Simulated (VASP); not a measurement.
# Tl (P6/mmm) in VASP: a series of runs

Runs on Tl. Level: PBE. Tasks: single point.

Program: VASP 6.6.1. These are calculated values, not measurements. Logs are shortened: lines on timing, memory, paths and dates and some standing lists are left out, and cuts for length are marked.

## Step 1: The cell of the first run

The structure is hexagonal, space group P6/mmm (No. 191). The conventional cell has a = 2.863 Å, b = 2.863 Å, c = 2.697 Å, α = 90.00°, β = 90.00°, γ = 120.00°. Tl (site symmetry 6/mmm) has 8 Tl at 2.70 to 2.86 Å within 3.6 Å.

## Step 2: Single point, PBE (volume scaled by 0.58)

INCAR reads:

```
SYSTEM = Tl
ALGO = Normal
EDIFF = 1E-6
ENCUT = 520
GGA = PE
ISIF = 2
ISMEAR = -1
LASPH = .TRUE.
LCHARG = .FALSE.
LREAL = .FALSE.
LWAVE = .FALSE.
NBANDS = 12
NELM = 80
PREC = Accurate
SIGMA = 0.1
```

KPOINTS reads:

```
k-points
0
G
  14 14 13
  0 0 0
```

POSCAR reads:

```
Tl
1.0
    2.8632149494      0.0000000000      0.0000000000
   -1.4316074747      2.4796168827      0.0000000000
    0.0000000000      0.0000000000      2.6973042076
Tl
1
Direct
    0.0000000000      0.0000000000      0.0000000000
```

Potentials or basis: VASP PAW PBE potentials, release 64 (Tl_d).

The run is started by

```sh
cat potpaw_PBE.64/Tl_d/POTCAR > POTCAR
mpirun -np 1 vasp_std > vasp.out
```

OUTCAR:

```text
SYSTEM = Tl
   EDIFF = 1E-6
   ENCUT = 520
   GGA = PE
   ISIF = 2
   ISMEAR = -1
   LASPH = .TRUE.
   LREAL = .FALSE.
   NELM = 80
   PREC = Accurate

 ion  position               nearest neighbor table
   1  0.000  0.000  0.000-

  LATTYP: Found a hexagonal cell.
 ALAT       =     2.8632149494
 C/A-ratio  =     0.9420543883

  Lattice vectors:

 A1 = (   2.8632149494,   0.0000000000,   0.0000000000)
 A2 = (  -1.4316074747,   2.4796168827,   0.0000000000)
 A3 = (   0.0000000000,   0.0000000000,   2.6973042076)

Analysis of symmetry for initial positions (statically):
=====================================================================
 Subroutine PRICEL returns:
 Original cell was already a primitive cell.

 Routine SETGRP: Setting up the symmetry group for a
 hexagonal supercell.

 Subroutine GETGRP returns: Found 24 space group operations
 (whereof 24 operations were pure point group operations)
 out of a pool of 24 trial point group operations.

The static configuration has the point symmetry D_6h.

Analysis of symmetry for dynamics (positions and initial velocities):
=====================================================================
 Subroutine PRICEL returns:
 Original cell was already a primitive cell.

 Routine SETGRP: Setting up the symmetry group for a
 hexagonal supercell.

 Subroutine GETGRP returns: Found 24 space group operations
 (whereof 24 operations were pure point group operations)
 out of a pool of 24 trial point group operations.

The dynamic configuration has the point symmetry D_6h.

 Subroutine INISYM returns: Found 24 space group operations
 (whereof 24 operations are pure point group operations),
 and found     1 'primitive' translations

----------------------------------------------------------------------------------------

                                     Primitive cell

  volume of cell :      19.1500

  direct lattice vectors                    reciprocal lattice vectors
     2.863214949  0.000000000  0.000000000     0.349257746  0.201644054  0.000000000
    -1.431607475  2.479616883  0.000000000     0.000000000  0.403288108  0.000000000
     0.000000000  0.000000000  2.697304208     0.000000000  0.000000000  0.370740533

  length of vectors
     2.863214949  2.863214949  2.697304208     0.403288108  0.403288108  0.370740533

  position of ions in fractional coordinates (direct lattice)
     0.000000000  0.000000000  0.000000000

  ion indices of the primitive-cell ions
   primitive index   ion index
                 1           1

----------------------------------------------------------------------------------------

 KPOINTS: k-points

Automatic generation of k-mesh.
 Grid dimensions read from file:
 generate k-points for:   14   14   13

 Generating k-lattice:

  Cartesian coordinates                     Fractional coordinates (reciprocal lattice)
     0.024946982  0.014403147  0.000000000     0.071428571  0.000000000  0.000000000
     0.000000000  0.028806293  0.000000000     0.000000000  0.071428571  0.000000000
     0.000000000  0.000000000  0.028518503     0.000000000  0.000000000  0.076923077

  Length of vectors
     0.028806293  0.028806293  0.028518503

  Shift w.r.t. Gamma in fractional coordinates (k-lattice)
     0.000000000  0.000000000  0.000000000

 Subroutine IBZKPT returns following result:
 ===========================================

 Found    168 irreducible k-points:

 Following reciprocal coordinates:
            Coordinates               Weight
  0.000000  0.000000  0.000000      1.000000
  0.071429  0.000000  0.000000      6.000000
  0.142857  0.000000  0.000000      6.000000
  0.214286  0.000000  0.000000      6.000000
  0.285714  0.000000  0.000000      6.000000
  0.357143  0.000000  0.000000      6.000000
[... 16 lines left out ...]
  0.285714  0.285714  0.000000      6.000000
  0.357143  0.285714  0.000000      6.000000
 [... further k-points ...]
   k-points           NKPTS =    168   k-points in BZ     NKDIM =    168   number of bands    NBANDS=     12
   number of dos      NEDOS =    301   number of ions     NIONS =      1
   total plane-waves  NPLWV =  11520
   dimension x,y,z NGX =    24 NGY =   24 NGZ =   20
   dimension x,y,z NGXF=    48 NGYF=   48 NGZF=   40
   ions per type =               1
   NGX,Y,Z   is equivalent  to a cutoff of  13.94, 13.94, 12.33 a.u.
   NGXF,Y,Z  is equivalent  to a cutoff of  27.87, 27.87, 24.65 a.u.
 SYSTEM =  Tl
   PREC   = accura    normal or accurate (medium, high low for compatibility)
   ISTART =      0    job   : 0-new  1-cont  2-samecut
   ICHARG =      2    charge: 1-file 2-atom 10-const
   ISPIN  =      1    spin polarized calculation?
   LNONCOLLINEAR =      F non collinear calculations
   LSORBIT =      F    spin-orbit coupling
   LASPH  =      T    aspherical Exc in radial PAW
   ENCUT  =  520.0 eV  38.22 Ry    6.18 a.u.   5.32  5.32  5.02*2*pi/ulx,y,z
   NELM   =     80;   NELMIN=  2; NELMDL= -5     # of ELM steps
   EDIFF  = 0.1E-05   stopping-criterion for ELM
   LREAL  =      F    real-space projection
   EDIFFG = 0.1E-04   stopping-criterion for IOM
   NSW    =      0    number of steps for IOM
   IBRION =     -1    ionic relax: 0-MD 1-quasi-New 2-CG
   NFREE  =      0    steps in history (QN), initial steepest desc. (CG)
   ISIF   =      2    stress and relaxation
   ISYM   =      2    0-nonsym 1-usesym 2-fastsym
   POTIM  = 0.5000    time-step for ionic-motion
   TEBEG  =    0.0;   TEEND  =   0.0 temperature during run
   PSTRESS=    0.0 pullay stress
   NELECT =      13.0000    total number of electrons
   NUPDOWN=      -1.0000    fix difference up-down
   EMIN   =  10.00;   EMAX   =-10.00  energy-range for DOS
   EFERMI =   0.00;   METHOD = LEGACY
   ISMEAR =    -1;   SIGMA  =   0.10  broadening in eV -4-tet -1-fermi 0-gaus
   EFERMI_NEDOS =   21; number of points for ismear=-14 and -15
   IALGO  =     38    algorithm
   IMIX   =      4    mixing-type and parameters
     AMIX     =   0.40;   BMIX     =  1.00
     AMIX_MAG =   1.60;   BMIX_MAG =  1.00
  volume/ion in A,a.u.               =      19.15       129.23
  Fermi-wavevector in a.u.,A,eV,Ry     =   1.438798  2.718934 28.165956  2.070139
  Thomas-Fermi vector in A             =   2.557725
   LORBIT       =      0    0 simple, 1 ext, 2 COOP (PROOUT), +10 PAW based schemes
   GGA     = PE    functional components
   LHFCALC =     F    Hartree Fock is set to
   AEXX    =    0.0000 exact exchange contribution
   IVDW    =     0    specifies the selected vdW correction
   LEPSILON=     F    determine dielectric tensor
   LRPA    =     F    only Hartree local field effects (RPA)
 non-spin polarized calculation
  energy-cutoff  :      520.00
  volume of cell :       19.15
 maximum number of plane-waves:       538
 NGX is ok and might be reduce to    24
   NGX = 11   NGY = 11   NGZ = 11

 number of electron      13.0000003 magnetization

 Free energy of the ion-electron system (eV)
  ---------------------------------------------------
  ext. energy  EPLUGINS =         0.00000000
  ---------------------------------------------------
  free energy    TOTEN  =        -0.79723008 eV

  energy without entropy =       -0.78425956  energy(sigma->0) =       -0.79074482

 E-fermi :  12.0584     XC(G=0): -12.3150

 val. band max:       12.0531958213   @ k =   0.3571   0.2857   0.3077
 cond. band min:      12.0778630377   @ k =   0.2857   0.2143   0.4615
 fundamental gap:      0.0246672163
 Fermi energy:        12.0583578591

 k-point     1 :       0.0000    0.0000    0.0000
  band No.  band energies     occupation
      1      -2.3790      2.00000
      2      -1.7663      2.00000
      3      -0.9687      2.00000
      4      -0.9687      2.00000
      5       0.5809      2.00000
      6       0.5809      2.00000
      7      20.7132      0.00000
      8      23.1523      0.00000
      9      24.5907      0.00000
     10      24.5907      0.00000
     11      26.7086      0.00000
     12      30.6629      0.00000

 k-point     2 :       0.0714    0.0000    0.0000
  band No.  band energies     occupation
      1      -2.3399      2.00000
      2      -1.6247      2.00000
      3      -0.9980      2.00000
      4      -0.8959      2.00000
      5       0.5362      2.00000
      6       0.5716      2.00000
      7      20.9333      0.00000
      8      22.7794      0.00000
      9      23.6267      0.00000
     10      24.0735      0.00000
     11      26.8939      0.00000
     12      31.2068      0.00000

 k-point     3 :       0.1429    0.0000    0.0000
  band No.  band energies     occupation
      1      -2.2556      2.00000
      2      -1.3625      2.00000
      3      -0.8830      2.00000
      4      -0.6871      2.00000
      5       0.4132      2.00000
      6       0.5455      2.00000
      7      20.3303      0.00000
      8      21.5747      0.00000
      9      22.9052      0.00000
     10      23.6473      0.00000
     11      26.8985      0.00000
     12      32.0108      0.00000

 k-point     4 :       0.2143    0.0000    0.0000
  band No.  band energies     occupation
      1      -2.1618      2.00000
      2      -1.4572      2.00000
      3      -0.3716      2.00000
      4      -0.0946      2.00000
      5       0.2414      2.00000
      6       0.5081      2.00000
      7      17.4488      0.00000
      8      21.5645      0.00000
      9      22.5819      0.00000
     10      23.8831      0.00000
     11      26.7179      0.00000
     12      32.7617      0.00000

 k-point     5 :       0.2857    0.0000    0.0000
  band No.  band energies     occupation
      1      -2.0829      2.00000
      2      -1.6313      2.00000
      3       0.0003      2.00000
      4       0.0581      2.00000
      5       0.4668      2.00000
      6       1.1298      2.00000
      7      14.5576      0.00000
      8      20.2984      0.00000
      9      23.8598      0.00000
     10      24.0868      0.00000
     11      26.3912      0.00000
     12      33.5993      0.00000

 k-point     6 :       0.3571    0.0000    0.0000
  band No.  band energies     occupation
      1      -2.0647      2.00000
      2      -1.7406      2.00000
      3      -0.1009      2.00000
      4       0.3581      2.00000
      5       0.4299      2.00000
      6       2.6978      2.00000
      7      11.7692      1.89481
      8      19.2601      0.00000
      9      24.2622      0.00000
     10      25.2498      0.00000
     11      25.9547      0.00000
     12      33.4281      0.00000

 k-point     7 :       0.4286    0.0000    0.0000
  band No.  band energies     occupation
      1      -2.1126      2.00000
      2      -1.7541      2.00000
      3      -0.2079      2.00000
      4       0.4045      2.00000
      5       0.6205      2.00000
      6       4.5766      2.00000
      7       9.1472      2.00000
      8      18.5741      0.00000
      9      24.4485      0.00000
     10      25.5164      0.00000
     11      26.4566      0.00000
     12      32.8645      0.00000

 k-point     8 :       0.5000    0.0000    0.0000
  band No.  band energies     occupation
      1      -2.1407      2.00000
      2      -1.7474      2.00000
      3      -0.2455      2.00000
      4       0.3955      2.00000
      5       0.7174      2.00000
      6       6.7120      2.00000
      7       6.7623      2.00000
      8      18.3334      0.00000
      9      24.5710      0.00000
     10      25.2917      0.00000
     11      26.9741      0.00000
     12      32.6475      0.00000
[... 166 lines left out ...]
 k-point    20 :       0.2143    0.2143    0.0000
  band No.  band energies     occupation
      1      -1.9321      2.00000
      2      -1.3190      2.00000
      3      -0.3987      2.00000
      4      -0.0482      2.00000
      5       0.3192      2.00000
      6       3.2694      2.00000
      7      12.8949      0.00047
      8      15.3858      0.00000
      9      25.8154      0.00000
     10      26.0111      0.00000
     11      29.1500      0.00000
     12      31.6593      0.00000

 k-point    21 :       0.2857    0.2143    0.0000
  band No.  band energies     occupation
      1      -1.8716      2.00000
      2      -1.3129      2.00000
      3      -0.2455      2.00000
      4      -0.1038      2.00000
      5       0.2412      2.00000
      6       4.8535      2.00000
      7      10.9533      1.99997
      8      14.1383      0.00000
      9      26.1181      0.00000
     10      27.3190      0.00000
     11      29.7336      0.00000
     12      31.0571      0.00000

 k-point    22 :       0.3571    0.2143    0.0000
  band No.  band energies     occupation
      1      -1.8421      2.00000
      2      -1.3264      2.00000
      3      -0.1295      2.00000
      4      -0.1178      2.00000
      5       0.1934      2.00000
      6       6.5174      2.00000
      7       9.0296      2.00000
      8      13.5542      0.00000
      9      26.2866      0.00000
     10      28.5534      0.00000
     11      29.6219      0.00000
     12      30.3807      0.00000

 k-point    23 :       0.2857    0.2857    0.0000
  band No.  band energies     occupation
      1      -1.8240      2.00000
      2      -1.0783      2.00000
      3      -0.4007      2.00000
      4      -0.0828      2.00000
      5       0.1337      2.00000
      6       6.3581      2.00000
      7      10.1409      2.00000
      8      12.3039      0.15802
      9      26.6411      0.00000
     10      28.9152      0.00000
     11      29.0685      0.00000
     12      32.2063      0.00000

 k-point    24 :       0.3571    0.2857    0.0000
  band No.  band energies     occupation
      1      -1.8085      2.00000
      2      -0.9540      2.00000
      3      -0.4877      2.00000
      4      -0.0537      2.00000
      5       0.0736      2.00000
      6       7.2408      2.00000
      7       9.6376      2.00000
      8      11.5307      1.98983
      9      27.0894      0.00000
     10      28.4001      0.00000
     11      29.9494      0.00000
     12      32.2670      0.00000

 [... further k-points ...]
[... 5 lines left out ...]
  --------------------------------------------------------------------------------------
  -------------------------------------------------------------------------------------
  Total        6.6595115      6.6595115      6.6381734      0.0000000      0.0000000      0.0000000
  in kB      557.1658515    557.1658515    555.3806036      0.0000000      0.0000000      0.0000000
  external PRESSURE =     556.5707689 kB  Pullay stress =       0.0000000 kB

 VOLUME and BASIS-vectors are now :
 -----------------------------------------------------------------------------
  energy-cutoff  :      520.00
  volume of cell :       19.15
      direct lattice vectors                 reciprocal lattice vectors
     2.863214949  0.000000000  0.000000000     0.349257746  0.201644054  0.000000000
    -1.431607475  2.479616883  0.000000000     0.000000000  0.403288108  0.000000000
     0.000000000  0.000000000  2.697304208     0.000000000  0.000000000  0.370740533

 POSITION                                       TOTAL-FORCE (eV/Angst)
 -----------------------------------------------------------------------------------
      0.00000      0.00000      0.00000         0.000000      0.000000      0.000000
 -----------------------------------------------------------------------------------
    total drift:                                0.000000     -0.000000     -0.000000

  FREE ENERGIE OF THE ION-ELECTRON SYSTEM (eV)
  ---------------------------------------------------
  free  energy   TOTEN  =        -0.7972300786 eV

  energy  without entropy=       -0.7842595577  energy(sigma->0) =       -0.79074482
```

Wall time 28 s (1 thread of AMD EPYC 7R43 (Zen 3), shared host); peak memory 0.13 GiB.

Results:

| Item | Value |
| --- | --- |
| Free energy | -0.7972 eV |
| Pressure | 55.7 GPa |

Levels at points of the mesh, in eV from the Fermi level:
```
           k point  band 3  band 4  band 5  band 6  band 7  band 8  band 9  band 10
(0.00, 0.00, 0.00)  -13.03  -13.03  -11.48  -11.48    8.65   11.09   12.53    12.53
(0.50, 0.00, 0.00)  -12.30  -11.66  -11.34   -5.35   -5.30    6.28   12.51    13.23
```

Caveat: spin-orbit coupling is left out, which moves the levels of the heavy elements.

## Step 3: Single point, PBE (volume scaled by 0.68)

INCAR reads:

```
SYSTEM = Tl
ALGO = Normal ; EDIFF = 1E-7
ENCUT = 520 ; GGA = PE
ISIF = 2 ; ISMEAR = -1
LASPH = .TRUE. ; LCHARG = .FALSE.
LREAL = .FALSE. ; LWAVE = .FALSE.
NBANDS = 12 ; NELM = 100
PREC = Accurate ; SIGMA = 0.1
```

KPOINTS is that of step 2.

POSCAR reads:

```
Tl
1.0
    3.0197080650      0.0000000000      0.0000000000
   -1.5098540325      2.6151438963      0.0000000000
    0.0000000000      0.0000000000      2.8430784082
Tl
1
Direct
    0.0000000000      0.0000000000      0.0000000000
```

Potentials or basis: VASP PAW PBE potentials, release 64 (Tl_d).

The run is started by

```sh
cat potpaw_PBE.64/Tl_d/POTCAR > POTCAR
mpirun -np 1 vasp_std > vasp.out
```

OUTCAR:

```text
SYSTEM = Tl
   EDIFF = 1E-7
   ENCUT = 520
   GGA = PE
   ISIF = 2
   ISMEAR = -1
   LASPH = .TRUE.
   LREAL = .FALSE.
   NELM = 100
   PREC = Accurate

 ion  position               nearest neighbor table
   1  0.000  0.000  0.000-

  LATTYP: Found a hexagonal cell.
 ALAT       =     3.0197080650
 C/A-ratio  =     0.9415077044

  Lattice vectors:

 A1 = (   3.0197080650,   0.0000000000,   0.0000000000)
 A2 = (  -1.5098540325,   2.6151438963,   0.0000000000)
 A3 = (   0.0000000000,   0.0000000000,   2.8430784082)
[... 530 lines left out ...]
      4      -2.1320      2.00000
      5      -2.0450      2.00000
      6       4.6733      2.00000
      7       7.6009      2.00000
      8       9.2248      1.95684
      9      24.1936      0.00000
     10      25.2627      0.00000
     11      25.3387      0.00000
     12      28.3692      0.00000

 [... further k-points ...]
[... 5 lines left out ...]
  --------------------------------------------------------------------------------------
  -------------------------------------------------------------------------------------
  Total        3.5485099      3.5485099      3.5453619      0.0000000      0.0000000      0.0000000
  in kB      253.2253746    253.2253746    253.0007288      0.0000000      0.0000000      0.0000000
  external PRESSURE =     253.1504927 kB  Pullay stress =       0.0000000 kB

 VOLUME and BASIS-vectors are now :
 -----------------------------------------------------------------------------
  energy-cutoff  :      520.00
  volume of cell :       22.45
      direct lattice vectors                 reciprocal lattice vectors
     3.019708065  0.000000000  0.000000000     0.331157840  0.191194068  0.000000000
    -1.509854033  2.615143896  0.000000000     0.000000000  0.382388136  0.000000000
     0.000000000  0.000000000  2.843078408     0.000000000  0.000000000  0.351731418

 POSITION                                       TOTAL-FORCE (eV/Angst)
 -----------------------------------------------------------------------------------
      0.00000      0.00000      0.00000         0.000000      0.000000      0.000000
 -----------------------------------------------------------------------------------
    total drift:                                0.000000      0.000000     -0.000000

  FREE ENERGIE OF THE ION-ELECTRON SYSTEM (eV)
  ---------------------------------------------------
  free  energy   TOTEN  =        -1.5926354846 eV

  energy  without entropy=       -1.5784847432  energy(sigma->0) =       -1.58556011
```

Wall time 37 s (1 thread of AMD EPYC 7R43 (Zen 3), shared host); peak memory 0.13 GiB.

What came out:

```
Free energy : -1.5926 eV
Pressure    : 25.3 GPa
```

Levels at points of the mesh, in eV from the Fermi level:
```
           k point  band 2  band 3  band 4  band 5  band 6  band 7  band 8  band 9  band 10  band 11
(0.00, 0.00, 0.00)  -12.38  -12.38  -12.21  -11.30  -11.30    8.11   11.24   11.26    11.26    13.21
(0.50, 0.00, 0.00)  -12.88  -11.87  -11.43  -11.19   -5.52   -4.31    5.89   11.20    13.03    13.54
```

Caveat: spin-orbit coupling is left out, which moves the levels of the heavy elements.

(Part 1 of 2 ends here.)
